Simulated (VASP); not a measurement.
# Te2Mo (P6_3/mmc) in VASP: a series of runs

Aim: see how the results for Te2Mo move with the level of theory and the settings. Levels: PBE, r2SCAN. Tasks: single point.

Program: VASP 6.6.1. These are calculated values, not measurements. Logs are shortened: lines on timing, memory, paths and dates and some standing lists are left out, and cuts for length are marked.

**1. The cell of the first run**

Symmetry: P6_3/mmc, No. 194, hexagonal system. The conventional cell has a = 3.542 Å, b = 3.542 Å, c = 14.177 Å, α = 90.00°, β = 90.00°, γ = 120.00°. Mo (site symmetry -6m2) has 6 Te at 2.72 Å and 6 Mo at 3.54 Å within 3.6 Å. Te (site symmetry 3m) has 3 Mo at 2.72 Å and 7 Te at 3.54 to 3.59 Å within 3.6 Å.

**2. Single point, PBE**

File INCAR:

```
PREC     = Accurate       # precision mode
ENCUT    = 520            # plane-wave cutoff, eV
EDIFF    = 1E-6           # SCF threshold, eV
ISMEAR   = -1             # smearing method
SIGMA    = 0.02           # smearing width, eV
LREAL    = False          # projectors in reciprocal space
LASPH    = True           # aspherical terms in the spheres
NELM     = 100            # most SCF steps
ALGO     = Normal         # electronic algorithm
ISIF     = 2              # what is computed and relaxed
LWAVE    = False          # write WAVECAR
LCHARG   = False          # write CHGCAR
GGA      = PE             # functional
NBANDS   = 35             # bands
```

File KPOINTS:

```
regular mesh
0
Gamma
  12 12 2
```

File POSCAR:

```
Te2Mo
1.0
    3.5421311455      0.0000000000      0.0000000000
   -1.7710655727      3.0675755555      0.0000000000
    0.0000000000      0.0000000000     14.1766719662
Mo Te
2 4
Direct
    0.3333333333      0.6666666667      0.2500000000
    0.6666666667      0.3333333333      0.7500000000
    0.6666666667      0.3333333333      0.3765845055
    0.6666666667      0.3333333333      0.1234154945
    0.3333333333      0.6666666667      0.8765845055
    0.3333333333      0.6666666667      0.6234154945
```

Potentials or basis: VASP PAW PBE potentials, release 64 (Mo_sv, Te).

Started as:

```console
> cat potpaw_PBE.64/Mo_sv/POTCAR potpaw_PBE.64/Te/POTCAR > POTCAR
> mpirun -np 1 vasp_std > vasp.out
```

OUTCAR:

```text
PREC = Accurate
   ENCUT = 520
   EDIFF = 1E-6
   ISMEAR = -1
   LREAL = False
   LASPH = True
   NELM = 100
   ISIF = 2
   GGA = PE

 ion  position               nearest neighbor table
   1  0.333  0.667  0.250-   3 2.72   4 2.72   3 2.72   4 2.72   3 2.72   4 2.72
   2  0.667  0.333  0.750-   5 2.72   6 2.72   5 2.72   6 2.72   5 2.72   6 2.72
   3  0.667  0.333  0.377-   1 2.72   1 2.72   1 2.72   4 3.59
   4  0.667  0.333  0.123-   1 2.72   1 2.72   1 2.72   3 3.59
   5  0.333  0.667  0.877-   2 2.72   2 2.72   2 2.72   6 3.59
   6  0.333  0.667  0.623-   2 2.72   2 2.72   2 2.72   5 3.59

  LATTYP: Found a hexagonal cell.
 ALAT       =     3.5421311455
 C/A-ratio  =     4.0023001362

  Lattice vectors:

 A1 = (   3.5421311455,   0.0000000000,   0.0000000000)
 A2 = (  -1.7710655727,   3.0675755555,   0.0000000000)
 A3 = (   0.0000000000,   0.0000000000,  14.1766719662)

Analysis of symmetry for initial positions (statically):
=====================================================================
 Subroutine PRICEL returns:
 Original cell was already a primitive cell.

 Routine SETGRP: Setting up the symmetry group for a
 hexagonal supercell.

 Subroutine GETGRP returns: Found 24 space group operations
 (whereof 12 operations were pure point group operations)
 out of a pool of 24 trial point group operations.

The static configuration has the point symmetry D_3d.
 The point group associated with its full space group is D_6h.

Analysis of symmetry for dynamics (positions and initial velocities):
=====================================================================
 Subroutine PRICEL returns:
 Original cell was already a primitive cell.

 Routine SETGRP: Setting up the symmetry group for a
 hexagonal supercell.

 Subroutine GETGRP returns: Found 24 space group operations
 (whereof 12 operations were pure point group operations)
 out of a pool of 24 trial point group operations.

The dynamic configuration has the point symmetry D_3d.
 The point group associated with its full space group is D_6h.

 Subroutine INISYM returns: Found 24 space group operations
 (whereof 12 operations are pure point group operations),
 and found     1 'primitive' translations

----------------------------------------------------------------------------------------

                                     Primitive cell

  volume of cell :     154.0402

  direct lattice vectors                    reciprocal lattice vectors
     3.542131145  0.000000000  0.000000000     0.282315916  0.162995170  0.000000000
    -1.771065573  3.067575555  0.000000000     0.000000000  0.325990341  0.000000000
     0.000000000  0.000000000 14.176671966     0.000000000  0.000000000  0.070538417

  length of vectors
     3.542131145  3.542131145 14.176671966     0.325990341  0.325990341  0.070538417

  position of ions in fractional coordinates (direct lattice)
     0.333333333  0.666666667  0.250000000
     0.666666667  0.333333333  0.750000000
     0.666666667  0.333333333  0.376584505
     0.666666667  0.333333333  0.123415495
     0.333333333  0.666666667  0.876584505
     0.333333333  0.666666667  0.623415495

  ion indices of the primitive-cell ions
   primitive index   ion index
                 1           1
                 2           2
                 3           3
                 4           4
                 5           5
                 6           6

----------------------------------------------------------------------------------------

 KPOINTS: regular mesh

Automatic generation of k-mesh.
 Grid dimensions read from file:
 generate k-points for:   12   12    2

 Generating k-lattice:

  Cartesian coordinates                     Fractional coordinates (reciprocal lattice)
     0.023526326  0.013582931  0.000000000     0.083333333 -0.000000000  0.000000000
     0.000000000  0.027165862  0.000000000     0.000000000  0.083333333  0.000000000
     0.000000000  0.000000000  0.035269209     0.000000000  0.000000000  0.500000000

  Length of vectors
     0.027165862  0.027165862  0.035269209

  Shift w.r.t. Gamma in fractional coordinates (k-lattice)
     0.000000000  0.000000000  0.000000000

 Subroutine IBZKPT returns following result:
 ===========================================

 Found     38 irreducible k-points:

 Following reciprocal coordinates:
            Coordinates               Weight
  0.000000  0.000000  0.000000      1.000000
  0.083333  0.000000  0.000000      6.000000
  0.166667 -0.000000  0.000000      6.000000
  0.250000  0.000000  0.000000      6.000000
  0.333333  0.000000  0.000000      6.000000
  0.416667  0.000000  0.000000      6.000000
[... 16 lines left out ...]
  0.250000  0.000000  0.500000      6.000000
  0.333333  0.000000  0.500000      6.000000
 [... further k-points ...]
   k-points           NKPTS =     38   k-points in BZ     NKDIM =     38   number of bands    NBANDS=     35
   number of dos      NEDOS =    301   number of ions     NIONS =      6
   total plane-waves  NPLWV =  84672
   dimension x,y,z NGX =    28 NGY =   28 NGZ =  108
   dimension x,y,z NGXF=    56 NGYF=   56 NGZF=  216
   ions per type =               2   4
   NGX,Y,Z   is equivalent  to a cutoff of  13.14, 13.14, 12.66 a.u.
   NGXF,Y,Z  is equivalent  to a cutoff of  26.28, 26.28, 25.33 a.u.
 SYSTEM =  unknown system
   PREC   = accura    normal or accurate (medium, high low for compatibility)
   ISTART =      0    job   : 0-new  1-cont  2-samecut
   ICHARG =      2    charge: 1-file 2-atom 10-const
   ISPIN  =      1    spin polarized calculation?
   LNONCOLLINEAR =      F non collinear calculations
   LSORBIT =      F    spin-orbit coupling
   LASPH  =      T    aspherical Exc in radial PAW
   ENCUT  =  520.0 eV  38.22 Ry    6.18 a.u.   6.59  6.59 26.36*2*pi/ulx,y,z
   NELM   =    100;   NELMIN=  2; NELMDL= -5     # of ELM steps
   EDIFF  = 0.1E-05   stopping-criterion for ELM
   LREAL  =      F    real-space projection
   EDIFFG = 0.1E-04   stopping-criterion for IOM
   NSW    =      0    number of steps for IOM
   IBRION =     -1    ionic relax: 0-MD 1-quasi-New 2-CG
   NFREE  =      0    steps in history (QN), initial steepest desc. (CG)
   ISIF   =      2    stress and relaxation
   ISYM   =      2    0-nonsym 1-usesym 2-fastsym
   POTIM  = 0.5000    time-step for ionic-motion
   TEBEG  =    0.0;   TEEND  =   0.0 temperature during run
   PSTRESS=    0.0 pullay stress
   NELECT =      52.0000    total number of electrons
   NUPDOWN=      -1.0000    fix difference up-down
   EMIN   =  10.00;   EMAX   =-10.00  energy-range for DOS
   EFERMI =   0.00;   METHOD = LEGACY
   ISMEAR =    -1;   SIGMA  =   0.02  broadening in eV -4-tet -1-fermi 0-gaus
   EFERMI_NEDOS =   21; number of points for ismear=-14 and -15
   IALGO  =     38    algorithm
   IMIX   =      4    mixing-type and parameters
     AMIX     =   0.40;   BMIX     =  1.00
     AMIX_MAG =   1.60;   BMIX_MAG =  1.00
  volume/ion in A,a.u.               =      25.67       173.25
  Fermi-wavevector in a.u.,A,eV,Ry     =   1.139894  2.154088 17.678850  1.299359
  Thomas-Fermi vector in A             =   2.276597
   LORBIT       =      0    0 simple, 1 ext, 2 COOP (PROOUT), +10 PAW based schemes
   GGA     = PE    functional components
   LHFCALC =     F    Hartree Fock is set to
   AEXX    =    0.0000 exact exchange contribution
   IVDW    =     0    specifies the selected vdW correction
   LEPSILON=     F    determine dielectric tensor
   LRPA    =     F    only Hartree local field effects (RPA)
 non-spin polarized calculation
  energy-cutoff  :      520.00
  volume of cell :      154.04
 maximum number of plane-waves:      4205
 NGX is ok and might be reduce to    28
   NGX = 13   NGY = 13   NGZ = 53

 number of electron      52.0000003 magnetization

 Free energy of the ion-electron system (eV)
  ---------------------------------------------------
  ext. energy  EPLUGINS =         0.00000000
  ---------------------------------------------------
  free energy    TOTEN  =       -36.02940530 eV

  energy without entropy =      -36.02940530  energy(sigma->0) =      -36.02940530

 E-fermi :   8.1628     XC(G=0): -10.2774

 val. band max:        7.7801948871   @ k =   0.0000   0.0000   0.0000
 cond. band min:       8.5955542377   @ k =   0.2500   0.1667   0.0000
 fundamental gap:      0.8153593506
 Fermi energy:         8.1627578113

 k-point     1 :       0.0000    0.0000    0.0000
  band No.  band energies     occupation
      1     -53.0406      2.00000
      2     -53.0406      2.00000
      3     -27.1947      2.00000
      4     -27.1947      2.00000
      5     -27.0898      2.00000
      6     -27.0898      2.00000
[... 27 lines left out ...]
     34      11.0973      0.00000
     35      13.3302      0.00000

 k-point     2 :       0.0833    0.0000    0.0000
  band No.  band energies     occupation
      1     -53.0400      2.00000
      2     -53.0400      2.00000
      3     -27.1929      2.00000
      4     -27.1929      2.00000
      5     -27.0980      2.00000
      6     -27.0980      2.00000
[... 27 lines left out ...]
     34      10.9065      0.00000
     35      13.7756      0.00000

 k-point     3 :       0.1667   -0.0000    0.0000
  band No.  band energies     occupation
      1     -53.0384      2.00000
      2     -53.0384      2.00000
      3     -27.1879      2.00000
      4     -27.1879      2.00000
      5     -27.1203      2.00000
      6     -27.1203      2.00000
[... 27 lines left out ...]
     34      11.1038      0.00000
     35      14.0690      0.00000
[... 723 lines left out ...]
 k-point    23 :       0.2500    0.0000    0.5000
  band No.  band energies     occupation
      1     -53.0361      2.00000
      2     -53.0361      2.00000
      3     -27.1812      2.00000
      4     -27.1812      2.00000
      5     -27.1506      2.00000
      6     -27.1506      2.00000
[... 27 lines left out ...]
     34      11.1581      0.00000
     35      13.9276      0.00000

 k-point    24 :       0.3333    0.0000    0.5000
  band No.  band energies     occupation
      1     -53.0339      2.00000
      2     -53.0339      2.00000
      3     -27.1808      2.00000
      4     -27.1808      2.00000
      5     -27.1744      2.00000
      6     -27.1744      2.00000
[... 27 lines left out ...]
     34      11.2575      0.00000
     35      13.0026      0.00000

 [... further k-points ...]

------------------------ aborting loop because EDIFF is reached ----------------------------------------

  FORCE on cell =-STRESS in cart. coord.  units (eV):
  Direction    XX          YY          ZZ          XY          YZ          ZX
  --------------------------------------------------------------------------------------
  -------------------------------------------------------------------------------------
  Total        1.3964217      1.3964217      2.6703880      0.0000000     -0.0000000      0.0000000
  in kB       14.5242255     14.5242255     27.7747883      0.0000000     -0.0000000      0.0000000
  external PRESSURE =      18.9410798 kB  Pullay stress =       0.0000000 kB

 VOLUME and BASIS-vectors are now :
 -----------------------------------------------------------------------------
  energy-cutoff  :      520.00
  volume of cell :      154.04
      direct lattice vectors                 reciprocal lattice vectors
     3.542131145  0.000000000  0.000000000     0.282315916  0.162995170  0.000000000
    -1.771065573  3.067575555  0.000000000     0.000000000  0.325990341  0.000000000
     0.000000000  0.000000000 14.176671966     0.000000000  0.000000000  0.070538417

 POSITION                                       TOTAL-FORCE (eV/Angst)
 -----------------------------------------------------------------------------------
     -0.00000      2.04505      3.54417         0.000000      0.000000      0.000000
      1.77107      1.02253     10.63250        -0.000000     -0.000000      0.000000
      1.77107      1.02253      5.33872        -0.000000      0.000000      0.213089
      1.77107      1.02253      1.74962        -0.000000     -0.000000     -0.213089
     -0.00000      2.04505     12.42705        -0.000000      0.000000      0.213089
     -0.00000      2.04505      8.83796        -0.000000      0.000000     -0.213089
 -----------------------------------------------------------------------------------
    total drift:                                0.000000     -0.000000      0.000000

  FREE ENERGIE OF THE ION-ELECTRON SYSTEM (eV)
  ---------------------------------------------------
  free  energy   TOTEN  =       -36.0294053007 eV

  energy  without entropy=      -36.0294053007  energy(sigma->0) =      -36.02940530
```

Wall time 3.9 min (1 thread of Intel Xeon 6975P-C, shared host); peak memory 0.38 GiB.

Results:

```yaml
Free_energy: -36.0294 eV
Pressure: 1.9 GPa
Largest_force: 0.213 eV/Å
Band_gap_on_the_k_mesh: 0.82 eV, indirect (least direct gap 1.00 eV)
```

Forces in eV/Å, atoms in the order of the input:
```
Mo   0.000  0.000  0.000
Mo   0.000  0.000  0.000
Te   0.000  0.000  0.213
Te   0.000  0.000 -0.213
Te   0.000  0.000  0.213
Te   0.000  0.000 -0.213
```

Caveat: spin-orbit coupling is left out, which moves the levels of the heavy elements; this functional lacks dispersion, which binds the layers, so the pressure and a relaxed spacing across them are unreliable. PBE gaps usually lie below the measured ones, often by a third to a half.

**3. Single point, r2SCAN (uniaxial z strain +2.0%)**

File POSCAR:

```
Te2Mo
1.0
    3.5421311455      0.0000000000      0.0000000000
   -1.7710655727      3.0675755555      0.0000000000
    0.0000000000      0.0000000000     14.4602054055
Mo Te
2 4
Direct
    0.3333333333      0.6666666667      0.2500000000
    0.6666666667      0.3333333333      0.7500000000
    0.6666666667      0.3333333333      0.3742820099
    0.6666666667      0.3333333333      0.1257179901
    0.3333333333      0.6666666667      0.8742820099
    0.3333333333      0.6666666667      0.6257179901
```

File INCAR.step1:

```
PREC = Accurate
ENCUT = 520
ISMEAR = 0
SIGMA = 0.01
LREAL = False
LASPH = True
NELM = 100
NBANDS = 35
GGA = PE
ALGO = Normal
EDIFF = 1E-4
LWAVE = True
LCHARG = False
```

File INCAR.step2:

```
PREC = Accurate
ENCUT = 520
EDIFF = 1E-6
ISMEAR = 0
SIGMA = 0.01
LREAL = False
LASPH = True
NELM = 100
ALGO = Normal
ISIF = 2
LWAVE = False
LCHARG = False
METAGGA = R2SCAN
LMIXTAU = True
NBANDS = 35
ISTART = 1
```

KPOINTS is that of step 2.

Potentials or basis: VASP PAW PBE potentials, release 64 (Mo_sv, Te).

Started as:

```console
> cat potpaw_PBE.64/Mo_sv/POTCAR potpaw_PBE.64/Te/POTCAR > POTCAR
> cp INCAR.step1 INCAR
> mpirun -np 1 vasp_std > vasp.out
> cp INCAR.step2 INCAR
> mpirun -np 1 vasp_std > vasp.out
```

OUTCAR:

```text
PREC = Accurate
   ENCUT = 520
   EDIFF = 1E-6
   ISMEAR = 0
   LREAL = False
   LASPH = True
   NELM = 100
   ISIF = 2
   METAGGA = R2SCAN
   ISTART = 1

 ion  position               nearest neighbor table
   1  0.333  0.667  0.250-   3 2.72   4 2.72   3 2.72   4 2.72   3 2.72   4 2.72
   2  0.667  0.333  0.750-   5 2.72   6 2.72   5 2.72   6 2.72   5 2.72   6 2.72
   3  0.667  0.333  0.374-   1 2.72   1 2.72   1 2.72   4 3.59
   4  0.667  0.333  0.126-   1 2.72   1 2.72   1 2.72   3 3.59
   5  0.333  0.667  0.874-   2 2.72   2 2.72   2 2.72   6 3.59
   6  0.333  0.667  0.626-   2 2.72   2 2.72   2 2.72   5 3.59
[... 1122 lines left out ...]
  -------------------------------------------------------------------------------------
  Total        1.0567402      1.0567402      0.5352673      0.0000000      0.0000000     -0.0000000
  in kB       10.7756743     10.7756743      5.4581682      0.0000000      0.0000000     -0.0000000
  external PRESSURE =       9.0031723 kB  Pullay stress =       0.0000000 kB

 VOLUME and BASIS-vectors are now :
 -----------------------------------------------------------------------------
  energy-cutoff  :      520.00
  volume of cell :      157.12
      direct lattice vectors                 reciprocal lattice vectors
     3.542131145  0.000000000  0.000000000     0.282315916  0.162995170  0.000000000
    -1.771065573  3.067575555  0.000000000     0.000000000  0.325990341  0.000000000
     0.000000000  0.000000000 14.460205405     0.000000000  0.000000000  0.069155311

 POSITION                                       TOTAL-FORCE (eV/Angst)
 -----------------------------------------------------------------------------------
     -0.00000      2.04505      3.61505        -0.000000      0.000000      0.000000
      1.77107      1.02253     10.84515         0.000000     -0.000000      0.000000
      1.77107      1.02253      5.41219         0.000000      0.000000     -0.001838
      1.77107      1.02253      1.81791         0.000000      0.000000      0.001838
     -0.00000      2.04505     12.64230         0.000000      0.000000     -0.001838
     -0.00000      2.04505      9.04801         0.000000     -0.000000      0.001838
 -----------------------------------------------------------------------------------
    total drift:                                0.000000     -0.000000      0.000000

  FREE ENERGIE OF THE ION-ELECTRON SYSTEM (eV)
  ---------------------------------------------------
  free  energy   TOTEN  =      -155.6546926474 eV

  energy  without entropy=     -155.6546926474  energy(sigma->0) =     -155.65469265
```

OSZICAR.step1:

```text
N       E                     dE             d eps       ncg     rms          rms(c)
DAV:   1     0.393336133399E+03    0.39334E+03   -0.26726E+04  3076   0.132E+03
DAV:   2    -0.154556777328E+02   -0.40879E+03   -0.39501E+03  3326   0.315E+02
DAV:   3    -0.368072552398E+02   -0.21352E+02   -0.20945E+02  3266   0.624E+01
DAV:   4    -0.373219249428E+02   -0.51467E+00   -0.51246E+00  3136   0.958E+00
DAV:   5    -0.373362074079E+02   -0.14282E-01   -0.14278E-01  3387   0.162E+00    0.211E+01
DAV:   6    -0.365814932665E+02    0.75471E+00   -0.60516E+00  2900   0.135E+01    0.876E+00
DAV:   7    -0.364856341365E+02    0.95859E-01   -0.49951E+00  2789   0.109E+01    0.617E+00
DAV:   8    -0.360532304464E+02    0.43240E+00   -0.94890E-01  2785   0.535E+00    0.253E+00
DAV:   9    -0.360571167715E+02   -0.38863E-02   -0.21580E-01  3106   0.211E+00    0.106E+00
DAV:  10    -0.360495776270E+02    0.75391E-02   -0.33086E-02  2859   0.107E+00    0.352E-01
DAV:  11    -0.360499738975E+02   -0.39627E-03   -0.20663E-03  2970   0.214E-01    0.172E-01
DAV:  12    -0.360499112343E+02    0.62663E-04   -0.10134E-04  1772   0.536E-02
   1 F= -.36049911E+02 E0= -.36049911E+02  d E =-.810134-137
```

It took 16 min on 1 thread of Oxide Virtual Turin-like, shared host; peak memory 0.38 GiB.

Results:

* Free energy: -155.6547 eV
* Pressure: 0.9 GPa
* Band gap on the k mesh: 1.03 eV, indirect (least direct gap 1.10 eV)

Caveat: the cell differs from its parent crystal (uniaxial z strain +2.0%); the PAW data sets were made with another functional, which shifts forces and pressure a little; spin-orbit coupling is left out, which moves the levels of the heavy elements. A k mesh can miss the band edges.

[end of part 1 of 2]
